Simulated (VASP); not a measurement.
# TcN2 (Fm-3m) in VASP: relaxation of cell and atoms with PBEsol

Aim: the relaxation of cell and atoms of TcN2 with PBEsol.

Everything below comes from runs of VASP 6.6.1. Logs are shortened: lines on timing, memory, paths and dates and some standing lists are left out, and cuts for length are marked.

### 1 The cell of the first run

The structure is cubic, space group Fm-3m (No. 225). The conventional cell has a = 4.890 Å, b = 4.890 Å, c = 4.890 Å, α = 90.00°, β = 90.00°, γ = 90.00°. Tc (site symmetry m-3m) has 8 N at 2.12 Å within 2.8 Å. Within 2.8 Å of N (site symmetry -43m) lie 4 Tc at 2.12 Å and 6 N at 2.44 to 2.45 Å.

### 2 Relaxation of cell and atoms, PBEsol

File INCAR:

```
SYSTEM = TcN2
  ALGO = Normal
  EDIFF = 1E-7
  EDIFFG = -0.02
  ENCUT = 600
  GGA = PS
  GGA_COMPAT = .False.
  IBRION = 2
  ISIF = 3
  ISMEAR = -1
  LASPH = .True.
  LCHARG = .False.
  LREAL = .False.
  LWAVE = .False.
  NELM = 120
  NELMIN = 4
  NSW = 50
  PREC = Accurate
  SIGMA = 0.1
```

File KPOINTS:

```
k-points
0
Gamma
  7 7 7
  0 0 0
```

File POSCAR:

```
TcN2
1.0
    0.0000000000      2.4450000000      2.4450000000
    2.4450000000      0.0000000000      2.4450000000
    2.4450000000      2.4450000000      0.0000000000
Tc N
1 2
Direct
    0.0000000000      0.0000000000      0.0000000000
    0.2500000000      0.2500000000      0.2500000000
    0.7500000000      0.7500000000      0.7500000000
```

Potentials or basis: VASP PAW PBE potentials, release 64 (Tc_pv, N).

Launch:

```sh
$ cat potpaw_PBE.64/Tc_pv/POTCAR potpaw_PBE.64/N/POTCAR > POTCAR
$ mpirun -np 1 vasp_std > vasp.out
```

OUTCAR:

```text
SYSTEM = TcN2
   EDIFF = 1E-7
   EDIFFG = -0.02
   ENCUT = 600
   GGA = PS
   IBRION = 2
   ISIF = 3
   ISMEAR = -1
   LASPH = .True.
   LREAL = .False.
   NELM = 120
   NELMIN = 4
   NSW = 50
   PREC = Accurate

 ion  position               nearest neighbor table
   1  0.000  0.000  0.000-   3 2.12   3 2.12   3 2.12   2 2.12   3 2.12   2 2.12   2 2.12   2 2.12

   2  0.250  0.250  0.250-   1 2.12   1 2.12   1 2.12   1 2.12
   3  0.750  0.750  0.750-   1 2.12   1 2.12   1 2.12   1 2.12

  LATTYP: Found a face centered cubic cell.
 ALAT       =     4.8900000000

  Lattice vectors:

 A1 = (   0.0000000000,   2.4450000000,   2.4450000000)
 A2 = (   2.4450000000,   0.0000000000,   2.4450000000)
 A3 = (   2.4450000000,   2.4450000000,   0.0000000000)

Analysis of symmetry for initial positions (statically):
=====================================================================
 Subroutine PRICEL returns:
 Original cell was already a primitive cell.

 Routine SETGRP: Setting up the symmetry group for a
 face centered cubic supercell.

 Subroutine GETGRP returns: Found 48 space group operations
 (whereof 48 operations were pure point group operations)
 out of a pool of 48 trial point group operations.

The static configuration has the point symmetry O_h .

Analysis of symmetry for dynamics (positions and initial velocities):
=====================================================================
 Subroutine PRICEL returns:
 Original cell was already a primitive cell.

 Routine SETGRP: Setting up the symmetry group for a
 face centered cubic supercell.

 Subroutine GETGRP returns: Found 48 space group operations
 (whereof 48 operations were pure point group operations)
 out of a pool of 48 trial point group operations.

The dynamic configuration has the point symmetry O_h .

 Subroutine INISYM returns: Found 48 space group operations
 (whereof 48 operations are pure point group operations),
 and found     1 'primitive' translations

----------------------------------------------------------------------------------------

                                     Primitive cell

  volume of cell :      29.2325

  direct lattice vectors                    reciprocal lattice vectors
     0.000000000  2.445000000  2.445000000    -0.204498978  0.204498978  0.204498978
     2.445000000  0.000000000  2.445000000     0.204498978 -0.204498978  0.204498978
     2.445000000  2.445000000  0.000000000     0.204498978  0.204498978 -0.204498978

  length of vectors
     3.457752160  3.457752160  3.457752160     0.354202619  0.354202619  0.354202619

  position of ions in fractional coordinates (direct lattice)
     0.000000000  0.000000000  0.000000000
     0.250000000  0.250000000  0.250000000
     0.750000000  0.750000000  0.750000000

  ion indices of the primitive-cell ions
   primitive index   ion index
                 1           1
                 2           2
                 3           3

----------------------------------------------------------------------------------------

 KPOINTS: k-points

Automatic generation of k-mesh.
 Grid dimensions read from file:
 generate k-points for:    7    7    7

 Generating k-lattice:

  Cartesian coordinates                     Fractional coordinates (reciprocal lattice)
    -0.029214140  0.029214140  0.029214140     0.142857143  0.000000000  0.000000000
     0.029214140 -0.029214140  0.029214140     0.000000000  0.142857143  0.000000000
     0.029214140  0.029214140 -0.029214140     0.000000000  0.000000000  0.142857143

  Length of vectors
     0.050600374  0.050600374  0.050600374

  Shift w.r.t. Gamma in fractional coordinates (k-lattice)
     0.000000000  0.000000000  0.000000000

 Subroutine IBZKPT returns following result:
 ===========================================

 Found     20 irreducible k-points:

 Following reciprocal coordinates:
            Coordinates               Weight
  0.000000  0.000000  0.000000      1.000000
  0.142857  0.000000  0.000000      8.000000
  0.285714  0.000000  0.000000      8.000000
  0.428571  0.000000  0.000000      8.000000
  0.142857  0.142857  0.000000      6.000000
  0.285714  0.142857  0.000000     24.000000
[... 12 lines left out ...]
 -0.428571  0.428571  0.142857     24.000000
 -0.285714  0.428571  0.142857     24.000000
   k-points           NKPTS =     20   k-points in BZ     NKDIM =     20   number of bands    NBANDS=     15
   number of dos      NEDOS =    301   number of ions     NIONS =      3
   total plane-waves  NPLWV =  21952
   dimension x,y,z NGX =    28 NGY =   28 NGZ =   28
   dimension x,y,z NGXF=    56 NGYF=   56 NGZF=   56
   ions per type =               1   2
   NGX,Y,Z   is equivalent  to a cutoff of  13.46, 13.46, 13.46 a.u.
   NGXF,Y,Z  is equivalent  to a cutoff of  26.92, 26.92, 26.92 a.u.
 SYSTEM =  TcN2
   PREC   = accura    normal or accurate (medium, high low for compatibility)
   ISTART =      0    job   : 0-new  1-cont  2-samecut
   ICHARG =      2    charge: 1-file 2-atom 10-const
   ISPIN  =      1    spin polarized calculation?
   LNONCOLLINEAR =      F non collinear calculations
   LSORBIT =      F    spin-orbit coupling
   LASPH  =      T    aspherical Exc in radial PAW
   ENCUT  =  600.0 eV  44.10 Ry    6.64 a.u.   6.91  6.91  6.91*2*pi/ulx,y,z
   NELM   =    120;   NELMIN=  4; NELMDL= -5     # of ELM steps
   EDIFF  = 0.1E-06   stopping-criterion for ELM
   LREAL  =      F    real-space projection
   EDIFFG = -.2E-01   stopping-criterion for IOM
   NSW    =     50    number of steps for IOM
   IBRION =      2    ionic relax: 0-MD 1-quasi-New 2-CG
   NFREE  =      1    steps in history (QN), initial steepest desc. (CG)
   ISIF   =      3    stress and relaxation
   ISYM   =      2    0-nonsym 1-usesym 2-fastsym
   POTIM  = 0.5000    time-step for ionic-motion
   TEBEG  =    0.0;   TEEND  =   0.0 temperature during run
   PSTRESS=    0.0 pullay stress
   NELECT =      23.0000    total number of electrons
   NUPDOWN=      -1.0000    fix difference up-down
   EMIN   =  10.00;   EMAX   =-10.00  energy-range for DOS
   EFERMI =   0.00;   METHOD = LEGACY
   ISMEAR =    -1;   SIGMA  =   0.10  broadening in eV -4-tet -1-fermi 0-gaus
   EFERMI_NEDOS =   21; number of points for ismear=-14 and -15
   IALGO  =     38    algorithm
   IMIX   =      4    mixing-type and parameters
     AMIX     =   0.40;   BMIX     =  1.00
     AMIX_MAG =   1.60;   BMIX_MAG =  1.00
  volume/ion in A,a.u.               =       9.74        65.76
  Fermi-wavevector in a.u.,A,eV,Ry     =   1.511339  2.856017 31.077691  2.284146
  Thomas-Fermi vector in A             =   2.621409
   LORBIT       =      0    0 simple, 1 ext, 2 COOP (PROOUT), +10 PAW based schemes
   GGA     = PS    functional components
   LHFCALC =     F    Hartree Fock is set to
   AEXX    =    0.0000 exact exchange contribution
   IVDW    =     0    specifies the selected vdW correction
   LEPSILON=     F    determine dielectric tensor
   LRPA    =     F    only Hartree local field effects (RPA)
 conjugate gradient relaxation of ions
 non-spin polarized calculation
  energy-cutoff  :      600.00
  volume of cell :       29.23
 maximum number of plane-waves:       990
   NGX = 13   NGY = 13   NGZ = 13

--------------------------------------- Ionic step        1  -------------------------------------------

 number of electron      23.0000001 magnetization

 Free energy of the ion-electron system (eV)
  ---------------------------------------------------
  ext. energy  EPLUGINS =         0.00000000
  ---------------------------------------------------
  free energy    TOTEN  =       -26.56001502 eV

  energy without entropy =      -26.46919988  energy(sigma->0) =      -26.51460745

------------------------ aborting loop because EDIFF is reached ----------------------------------------

  FORCE on cell =-STRESS in cart. coord.  units (eV):
  Direction    XX          YY          ZZ          XY          YZ          ZX
  --------------------------------------------------------------------------------------
  -------------------------------------------------------------------------------------
  Total       -2.7009387     -2.7009387     -2.7009387      0.0000000     -0.0000000      0.0000000
  in kB     -148.0330622   -148.0330622   -148.0330622      0.0000000     -0.0000000      0.0000000
  external PRESSURE =    -148.0330622 kB  Pullay stress =       0.0000000 kB
[... 22 lines left out ...]
  energy  without entropy=      -26.4691998843  energy(sigma->0) =      -26.51460745

--------------------------------------- Ionic step        2  -------------------------------------------

 number of electron      22.9999998 magnetization

 E-fermi :  10.8953     XC(G=0): -13.7689

 val. band max:       10.7817104442   @ k =  -0.4286   0.4286   0.1429
 cond. band min:      10.9026809372   @ k =  -0.4286   0.4286   0.0000
 fundamental gap:      0.1209704930
 Fermi energy:        10.8952738946

 k-point     1 :       0.0000    0.0000    0.0000
  band No.  band energies     occupation
      1     -28.7356      2.00000
      2     -28.7356      2.00000
      3     -28.7356      2.00000
      4      -7.2416      2.00000
      5      -0.2328      2.00000
      6       2.6596      2.00000
      7       2.6596      2.00000
      8       2.6596      2.00000
      9       9.4440      2.00000
     10       9.4440      2.00000
     11      10.9849      0.57961
     12      10.9849      0.57961
     13      10.9849      0.57961
     14      18.2408      0.00000
     15      18.2408      0.00000
[... 411 lines left out ...]
  energy  without entropy=      -26.5423119622  energy(sigma->0) =      -26.58569374

--------------------------------------- Ionic step        4  -------------------------------------------

 number of electron      23.0000003 magnetization

 Free energy of the ion-electron system (eV)
  ---------------------------------------------------
  ext. energy  EPLUGINS =         0.00000000
  ---------------------------------------------------
  free energy    TOTEN  =       -26.62911765 eV

  energy without entropy =      -26.54244189  energy(sigma->0) =      -26.58577977

 E-fermi :   9.5392     XC(G=0): -13.2929

 val. band max:        9.5351492547   @ k =  -0.4286   0.4286   0.0000
 cond. band min:       9.5886037777   @ k =   0.2857   0.1429   0.0000
 fundamental gap:      0.0534545229
 Fermi energy:         9.5392256824

 k-point     1 :       0.0000    0.0000    0.0000
  band No.  band energies     occupation
      1     -30.0152      2.00000
      2     -30.0152      2.00000
      3     -30.0152      2.00000
      4      -7.8373      2.00000
      5      -1.5577      2.00000
      6       2.0774      2.00000
      7       2.0774      2.00000
      8       2.0774      2.00000
      9       8.2885      1.99999
     10       8.2885      1.99999
     11       9.7007      0.33191
     12       9.7007      0.33191
     13       9.7007      0.33191
     14      16.1193      0.00000
     15      16.1193      0.00000
[... 370 lines left out ...]
  FREE ENERGIE OF THE ION-ELECTRON SYSTEM (eV)
  ---------------------------------------------------
  free  energy   TOTEN  =       -26.6291176495 eV

  energy  without entropy=      -26.5424418873  energy(sigma->0) =      -26.58577977

 reached required accuracy - stopping structural energy minimisation
```

Wall time 45 s (1 thread of AMD EPYC 7R43 (Zen 3), shared host); peak memory 0.13 GiB.

What came out:

```yaml
Free_energy: -26.6291 eV
Relaxed_volume: 9.27 Å³/atom
Relaxed_cell: a = 3.401 Å, b = 3.401 Å, c = 3.401 Å, α = 60.00°, β = 60.00°, γ = 60.00°
Space_group_after_relaxing_to_0.1_Å: Fm-3m (No. 225)
Energy_gained_by_relaxing: 23.0 meV/atom
Ionic_steps: 4
Pressure_after_relaxing: 0.0 GPa
Band_gap_on_the_k_mesh: zero (an odd number of electrons rules out a gap without spin polarisation)
```

Step by step:
| step | energy change (eV) | largest force (eV/Å) | pressure (GPa) | volume (Å³) |
| --- | --- | --- | --- | --- |
| 1 | 0.0000 | 0.0000 | -14.80 | 29.23 |
| 2 | 0.1427 | 0.0000 | 32.99 | 25.59 |
| 3 | -0.0691 | 0.0000 | -0.40 | 27.84 |
| 4 | -0.0691 | 0.0000 | -0.04 | 27.81 |

Final structure:
```xyz
3
Lattice="0.0000 2.4046 2.4046 2.4046 0.0000 2.4046 2.4046 2.4046 0.0000" Properties=species:S:1:pos:R:3 pbc="T T T"
Tc    0.0000    2.4046    2.4046
N     1.2023    1.2023    1.2023
N     3.6069    3.6069    3.6069
```

Levels at points of the mesh, in eV from the Fermi level:
| k point | band 8 | band 9 | band 10 | band 11 | band 12 | band 13 | band 14 | band 15 |
| --- | --- | --- | --- | --- | --- | --- | --- | --- |
| (0.00, 0.00, 0.00) | -7.46 | -1.25 | -1.25 | 0.16 | 0.16 | 0.16 | 6.58 | 6.58 |

Caveat: the PAW data sets were made with another functional, which shifts forces and pressure a little.

The gap in the log of VASP goes by the Fermi energy; the results here count the filled bands.